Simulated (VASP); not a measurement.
# MoS2 in VASP: a series of runs

Runs on MoS2. Level: r2SCAN. Tasks: single point.

Program: VASP 6.6.1. These are calculated values, not measurements. Logs are shortened: lines on timing, memory, paths and dates and some standing lists are left out, and cuts for length are marked.

### 1 The cell of the first run

The cell holds a slab with vacuum, 9 atoms: a = 3.184 Å, b = 3.184 Å, c = 28.419 Å, α = 90.00°, β = 90.00°, γ = 120.00°.

### 2 Single point, r2SCAN

Contents of POSCAR:

```
MoS2
1.0
    3.1842713585      0.0000000000      0.0000000000
   -1.5921356792      2.7576598890      0.0000000000
    0.0000000000      0.0000000000     28.4188140530
Mo S
3 6
Direct
    0.6666666667      0.3333333333      0.0000000000
    0.3333333333      0.6666666667      0.7714360451
    0.3333333333      0.6666666667      0.2285639549
    0.3333333333      0.6666666667      0.0519983074
    0.6666666667      0.3333333333      0.8234388213
    0.6666666667      0.3333333333      0.2805405072
    0.3333333333      0.6666666667      0.9427234990
    0.6666666667      0.3333333333      0.7141812992
    0.6666666667      0.3333333333      0.1712829851
```

Contents of INCAR.step1:

```
SYSTEM = MoS2
PREC = Accurate
ENCUT = 520
ISMEAR = 0
SIGMA = 0.05
LREAL = .FALSE.
LASPH = .TRUE.
NELM = 80
NBANDS = 49
GGA = PE
ALGO = Normal
EDIFF = 1E-4
LWAVE = .TRUE.
LCHARG = .FALSE.
```

Contents of INCAR.step2:

```
SYSTEM = MoS2
PREC = Accurate
ENCUT = 520
EDIFF = 1E-6
ISMEAR = 0
SIGMA = 0.05
LREAL = .FALSE.
LASPH = .TRUE.
NELM = 80
ALGO = Normal
ISIF = 2
LWAVE = .FALSE.
LCHARG = .FALSE.
METAGGA = R2SCAN
LMIXTAU = .TRUE.
NBANDS = 49
ISTART = 1
```

Contents of KPOINTS:

```
regular mesh
0
G
  12 12 1
  0 0 0
```

Potentials or basis: VASP PAW PBE potentials, release 64 (Mo_sv, S).

Command:

```sh
$ cat potpaw_PBE.64/Mo_sv/POTCAR potpaw_PBE.64/S/POTCAR > POTCAR
$ cp INCAR.step1 INCAR
$ mpirun -np 1 vasp_std > vasp.out
$ cp INCAR.step2 INCAR
$ mpirun -np 1 vasp_std > vasp.out
```

OUTCAR:

```text
SYSTEM = MoS2
   PREC = Accurate
   ENCUT = 520
   EDIFF = 1E-6
   ISMEAR = 0
   LREAL = .FALSE.
   LASPH = .TRUE.
   NELM = 80
   ISIF = 2
   METAGGA = R2SCAN
   ISTART = 1

 ion  position               nearest neighbor table
   1  0.667  0.333  0.000-   4 2.36   4 2.36   4 2.36   7 2.46   7 2.46   7 2.46
   2  0.333  0.667  0.771-   5 2.36   5 2.36   5 2.36   8 2.46   8 2.46   8 2.46
   3  0.333  0.667  0.229-   6 2.36   6 2.36   6 2.36   9 2.46   9 2.46   9 2.46
   4  0.333  0.667  0.052-   1 2.36   1 2.36   1 2.36
   5  0.667  0.333  0.823-   2 2.36   2 2.36   2 2.36
   6  0.667  0.333  0.281-   3 2.36   3 2.36   3 2.36
   7  0.333  0.667  0.943-   1 2.46   1 2.46   1 2.46
   8  0.667  0.333  0.714-   2 2.46   2 2.46   2 2.46
   9  0.667  0.333  0.171-   3 2.46   3 2.46   3 2.46

  LATTYP: Found a hexagonal cell.
 ALAT       =     3.1842713585
 C/A-ratio  =     8.9247463088

  Lattice vectors:

 A1 = (   3.1842713585,   0.0000000000,   0.0000000000)
 A2 = (  -1.5921356792,   2.7576598890,   0.0000000000)
 A3 = (   0.0000000000,   0.0000000000,  28.4188140530)

Analysis of symmetry for initial positions (statically):
=====================================================================
 Subroutine PRICEL returns:
 Original cell was already a primitive cell.

 Routine SETGRP: Setting up the symmetry group for a
 hexagonal supercell.

 Subroutine GETGRP returns: Found  6 space group operations
 (whereof  6 operations were pure point group operations)
 out of a pool of 24 trial point group operations.

The static configuration has the point symmetry C_3v.

Analysis of symmetry for dynamics (positions and initial velocities):
=====================================================================
 Subroutine PRICEL returns:
 Original cell was already a primitive cell.

 Routine SETGRP: Setting up the symmetry group for a
 hexagonal supercell.

 Subroutine GETGRP returns: Found  6 space group operations
 (whereof  6 operations were pure point group operations)
 out of a pool of 24 trial point group operations.

The dynamic configuration has the point symmetry C_3v.

 Subroutine INISYM returns: Found  6 space group operations
 (whereof  6 operations are pure point group operations),
 and found     1 'primitive' translations

----------------------------------------------------------------------------------------

                                     Primitive cell

  volume of cell :     249.5495

  direct lattice vectors                    reciprocal lattice vectors
     3.184271359  0.000000000  0.000000000     0.314043587  0.181313150  0.000000000
    -1.592135679  2.757659889  0.000000000     0.000000000  0.362626299  0.000000000
     0.000000000  0.000000000 28.418814053     0.000000000  0.000000000  0.035187957

  length of vectors
     3.184271359  3.184271358 28.418814053     0.362626299  0.362626299  0.035187957

  position of ions in fractional coordinates (direct lattice)
     0.666666667  0.333333333  0.000000000
     0.333333333  0.666666667  0.771436045
     0.333333333  0.666666667  0.228563955
     0.333333333  0.666666667  0.051998307
     0.666666667  0.333333333  0.823438821
     0.666666667  0.333333333  0.280540507
     0.333333333  0.666666667  0.942723499
     0.666666667  0.333333333  0.714181299
     0.666666667  0.333333333  0.171282985

  ion indices of the primitive-cell ions
   primitive index   ion index
                 1           1
                 2           2
                 3           3
                 4           4
                 5           5
                 6           6
                 7           7
                 8           8
                 9           9

----------------------------------------------------------------------------------------

 KPOINTS: regular mesh

Automatic generation of k-mesh.
 Grid dimensions read from file:
 generate k-points for:   12   12    1

 Generating k-lattice:

  Cartesian coordinates                     Fractional coordinates (reciprocal lattice)
     0.026170299  0.015109429  0.000000000     0.083333333  0.000000000  0.000000000
     0.000000000  0.030218858  0.000000000     0.000000000  0.083333333  0.000000000
     0.000000000  0.000000000  0.035187957     0.000000000  0.000000000  1.000000000

  Length of vectors
     0.030218858  0.030218858  0.035187957

  Shift w.r.t. Gamma in fractional coordinates (k-lattice)
     0.000000000  0.000000000  0.000000000

 Subroutine IBZKPT returns following result:
 ===========================================

 Found     19 irreducible k-points:

 Following reciprocal coordinates:
            Coordinates               Weight
  0.000000  0.000000  0.000000      1.000000
  0.083333  0.000000  0.000000      6.000000
  0.166667 -0.000000  0.000000      6.000000
  0.250000 -0.000000  0.000000      6.000000
  0.333333  0.000000  0.000000      6.000000
  0.416667 -0.000000  0.000000      6.000000
[... 11 lines left out ...]
  0.333333  0.250000  0.000000     12.000000
  0.333333  0.333333  0.000000      2.000000
   k-points           NKPTS =     19   k-points in BZ     NKDIM =     19   number of bands    NBANDS=     49
   number of dos      NEDOS =    301   number of ions     NIONS =      9
   total plane-waves  NPLWV = 124416
   dimension x,y,z NGX =    24 NGY =   24 NGZ =  216
   dimension x,y,z NGXF=    48 NGYF=   48 NGZF=  432
   ions per type =               3   6
   NGX,Y,Z   is equivalent  to a cutoff of  12.53, 12.53, 12.64 a.u.
   NGXF,Y,Z  is equivalent  to a cutoff of  25.06, 25.06, 25.27 a.u.
 SYSTEM =  MoS2
   PREC   = accura    normal or accurate (medium, high low for compatibility)
   ISTART =      1    job   : 0-new  1-cont  2-samecut
   ICHARG =      0    charge: 1-file 2-atom 10-const
   ISPIN  =      1    spin polarized calculation?
   LNONCOLLINEAR =      F non collinear calculations
   LSORBIT =      F    spin-orbit coupling
   LASPH  =      T    aspherical Exc in radial PAW
   ENCUT  =  520.0 eV  38.22 Ry    6.18 a.u.   5.92  5.92 52.84*2*pi/ulx,y,z
   NELM   =     80;   NELMIN=  2; NELMDL=  0     # of ELM steps
   EDIFF  = 0.1E-05   stopping-criterion for ELM
   LREAL  =      F    real-space projection
   EDIFFG = 0.1E-04   stopping-criterion for IOM
   NSW    =      0    number of steps for IOM
   IBRION =     -1    ionic relax: 0-MD 1-quasi-New 2-CG
   NFREE  =      0    steps in history (QN), initial steepest desc. (CG)
   ISIF   =      2    stress and relaxation
   ISYM   =      2    0-nonsym 1-usesym 2-fastsym
   POTIM  = 0.5000    time-step for ionic-motion
   TEBEG  =    0.0;   TEEND  =   0.0 temperature during run
   PSTRESS=    0.0 pullay stress
   NELECT =      78.0000    total number of electrons
   NUPDOWN=      -1.0000    fix difference up-down
   EMIN   =  10.00;   EMAX   =-10.00  energy-range for DOS
   EFERMI =   0.00;   METHOD = LEGACY
   ISMEAR =     0;   SIGMA  =   0.05  broadening in eV -4-tet -1-fermi 0-gaus
   EFERMI_NEDOS =   21; number of points for ismear=-14 and -15
   IALGO  =     38    algorithm
   IMIX   =      4    mixing-type and parameters
     AMIX     =   0.40;   BMIX     =  1.00
     AMIX_MAG =   1.60;   BMIX_MAG =  1.00
  volume/ion in A,a.u.               =      27.73       187.12
  Fermi-wavevector in a.u.,A,eV,Ry     =   1.111017  2.099518 16.794477  1.234359
  Thomas-Fermi vector in A             =   2.247576
   LORBIT       =      0    0 simple, 1 ext, 2 COOP (PROOUT), +10 PAW based schemes
   METAGGA = R2SCAN    functional components
   LHFCALC =     F    Hartree Fock is set to
   AEXX    =    0.0000 exact exchange contribution
   IVDW    =     0    specifies the selected vdW correction
   LEPSILON=     F    determine dielectric tensor
   LRPA    =     F    only Hartree local field effects (RPA)
 non-spin polarized calculation
 Gauss-broadening in eV      SIGMA  =   0.05
  energy-cutoff  :      520.00
  volume of cell :      249.55
 maximum number of plane-waves:      6761
 NGX is ok and might be reduce to    24
   NGX = 11   NGY = 11   NGZ =105

 number of electron      77.9999998 magnetization

 Free energy of the ion-electron system (eV)
  ---------------------------------------------------
  ext. energy  EPLUGINS =         0.00000000
  ---------------------------------------------------
  free energy    TOTEN  =      -134.82408891 eV

  energy without entropy =     -134.82408891  energy(sigma->0) =     -134.82408891

 E-fermi :   2.9517     XC(G=0):  -7.7593

 val. band max:        2.6516462823   @ k =   0.0000   0.0000   0.0000
 cond. band min:       3.7492347073   @ k =   0.3333   0.3333   0.0000
 fundamental gap:      1.0975884250
 Fermi energy:         2.9516864660

 k-point     1 :       0.0000    0.0000    0.0000
  band No.  band energies     occupation
      1     -60.7712      2.00000
      2     -60.6908      2.00000
      3     -60.6087      2.00000
      4     -34.1849      2.00000
      5     -34.1047      2.00000
      6     -34.0223      2.00000
[... 41 lines left out ...]
     48       5.4838      0.00000
     49       5.4841      0.00000

 k-point     2 :       0.0833    0.0000    0.0000
  band No.  band energies     occupation
      1     -60.7684      2.00000
      2     -60.6881      2.00000
      3     -60.6060      2.00000
      4     -34.1795      2.00000
      5     -34.0992      2.00000
      6     -34.0169      2.00000
[... 41 lines left out ...]
     48       5.3788      0.00000
     49       5.4684      0.00000

 k-point     3 :       0.1667   -0.0000    0.0000
  band No.  band energies     occupation
      1     -60.7609      2.00000
      2     -60.6805      2.00000
      3     -60.5984      2.00000
      4     -34.1646      2.00000
      5     -34.0844      2.00000
      6     -34.0801      2.00000
[... 821 lines left out ...]
     48       5.8103      0.00000
     49       7.0011      0.00000

 k-point    19 :       0.3333    0.3333    0.0000
  band No.  band energies     occupation
      1     -60.7245      2.00000
      2     -60.6441      2.00000
      3     -60.5620      2.00000
      4     -34.2805      2.00000
      5     -34.2320      2.00000
      6     -34.2003      2.00000
[... 41 lines left out ...]
     48       5.8976      0.00000
     49       7.2513      0.00000

------------------------ aborting loop because EDIFF is reached ----------------------------------------

  FORCE on cell =-STRESS in cart. coord.  units (eV):
  Direction    XX          YY          ZZ          XY          YZ          ZX
  --------------------------------------------------------------------------------------
  -------------------------------------------------------------------------------------
  Total        0.6376304      0.6376304      0.3659114      0.0000000      0.0000000      0.0000000
  in kB        4.0937644      4.0937644      2.3492531      0.0000000      0.0000000      0.0000000
  external PRESSURE =       3.5122606 kB  Pullay stress =       0.0000000 kB

 VOLUME and BASIS-vectors are now :
 -----------------------------------------------------------------------------
  energy-cutoff  :      520.00
  volume of cell :      249.55
      direct lattice vectors                 reciprocal lattice vectors
     3.184271359  0.000000000  0.000000000     0.314043587  0.181313150  0.000000000
    -1.592135679  2.757659889  0.000000000     0.000000000  0.362626299  0.000000000
     0.000000000  0.000000000 28.418814053     0.000000000  0.000000000  0.035187957

 POSITION                                       TOTAL-FORCE (eV/Angst)
 -----------------------------------------------------------------------------------
      1.59214      0.91922      0.00000         0.000000     -0.000000     -2.320760
     -0.00000      1.83844     21.92330        -0.000000      0.000000     -2.329111
     -0.00000      1.83844      6.49552         0.000000     -0.000000     -2.330165
     -0.00000      1.83844      1.47773        -0.000000      0.000000      1.263253
      1.59214      0.91922     23.40115         0.000000     -0.000000      1.263658
      1.59214      0.91922      7.97263        -0.000000     -0.000000      1.270248
     -0.00000      1.83844     26.79108        -0.000000     -0.000000      1.057773
      1.59214      0.91922     20.29619         0.000000     -0.000000      1.065847
      1.59214      0.91922      4.86766         0.000000     -0.000000      1.059256
 -----------------------------------------------------------------------------------
    total drift:                               -0.000001     -0.000001     -0.001170

  FREE ENERGIE OF THE ION-ELECTRON SYSTEM (eV)
  ---------------------------------------------------
  free  energy   TOTEN  =      -134.8240889065 eV

  energy  without entropy=     -134.8240889065  energy(sigma->0) =     -134.82408891
```

Run time: 28 min. Hardware: 1 thread of Oxide Virtual Turin-like, shared host; peak memory 0.44 GiB.

What came out:

| Item | Value |
| --- | --- |
| Free energy | -134.8241 eV |
| Largest force | 2.330 eV/Å |
| Band gap on the k mesh | 1.10 eV (least direct gap 1.61 eV) |

Forces on the atoms (eV/Å):
```
Mo   0.000  0.000 -2.321
Mo   0.000  0.000 -2.329
Mo   0.000  0.000 -2.330
S    0.000  0.000  1.263
S    0.000  0.000  1.264
S    0.000  0.000  1.270
S    0.000  0.000  1.058
S    0.000  0.000  1.066
S    0.000  0.000  1.059
```

Caveat: the cell differs from its parent crystal (all S atoms moved +0.075 Å, as atom 4 towards its neighbour atom 7 (S) at 3.105 Å); there is no dipole correction, which matters where the two faces differ; the PAW data sets were made with another functional, which shifts forces and pressure a little.

### 3 Single point, r2SCAN

Contents of POSCAR:

```
MoS2
1.0
    3.1842713585      0.0000000000      0.0000000000
   -1.5921356792      2.7576598890      0.0000000000
    0.0000000000      0.0000000000     28.4188140530
Mo S
3 6
Direct
    0.6666666667      0.3333333333      0.0000000000
    0.3333333333      0.6666666667      0.7714360451
    0.3333333333      0.6666666667      0.2285639549
    0.3333333333      0.6666666667      0.0537577053
    0.6666666667      0.3333333333      0.8251982192
    0.6666666667      0.3333333333      0.2822999051
    0.3333333333      0.6666666667      0.9444828969
    0.6666666667      0.3333333333      0.7159406971
    0.6666666667      0.3333333333      0.1730423830
```

Contents of INCAR.step1:

```
PREC = Accurate
ENCUT = 520
ISMEAR = 0
SIGMA = 0.05
LREAL = F
LASPH = T
NELM = 80
NBANDS = 49
GGA = PE
ALGO = Normal
EDIFF = 1E-4
LWAVE = T
LCHARG = F
```

Contents of INCAR.step2:

```
PREC = Accurate
ENCUT = 520
EDIFF = 1E-6
ISMEAR = 0
SIGMA = 0.05
LREAL = F
LASPH = T
NELM = 80
ALGO = Normal
ISIF = 2
LWAVE = F
LCHARG = F
METAGGA = R2SCAN
LMIXTAU = T
NBANDS = 49
ISTART = 1
```

Contents of KPOINTS:

```
Automatic mesh
0
Gamma
  12 12 1
```

Potentials or basis: VASP PAW PBE potentials, release 64 (Mo_sv, S).

Command:

```sh
$ cat potpaw_PBE.64/Mo_sv/POTCAR potpaw_PBE.64/S/POTCAR > POTCAR
$ cp INCAR.step1 INCAR
$ mpirun -np 1 vasp_std > vasp.out
$ cp INCAR.step2 INCAR
$ mpirun -np 1 vasp_std > vasp.out
```

Run time: 36 min. Hardware: 1 thread of Oxide Virtual Turin-like, shared host; peak memory 0.44 GiB.

Results (log left out):

| Item | Value |
| --- | --- |
| Free energy | -135.0572 eV |
| Largest force | 0.779 eV/Å |
| Band gap on the k mesh | 1.24 eV (least direct gap 1.71 eV) |

Forces on the atoms (eV/Å):
```
Mo   0.000  0.000 -0.776
Mo   0.000  0.000 -0.779
Mo   0.000  0.000 -0.779
S    0.000  0.000  0.402
S    0.000  0.000  0.403
S    0.000  0.000  0.405
S    0.000  0.000  0.374
S    0.000  0.000  0.376
S    0.000  0.000  0.374
```

Levels at points of the mesh, in eV from the valence-band top:
```
           k point  band 35  band 36  band 37  band 38  band 39  band 40  band 41  band 42  band 43  band 44
(0.00, 0.00, 0.00)    -2.09    -1.78    -0.63    -0.28     0.00     2.41     2.41     2.43     2.43     2.46
(0.50, 0.00, 0.00)    -1.59    -1.55    -1.16    -1.13    -1.09     1.87     1.90     1.93     2.36     2.43
```

Caveat: the cell differs from its parent crystal (all S atoms moved +0.025 Å, as atom 4 towards its neighbour atom 7 (S) at 3.105 Å); there is no dipole correction, which matters where the two faces differ; the PAW data sets were made with another functional, which shifts forces and pressure a little.
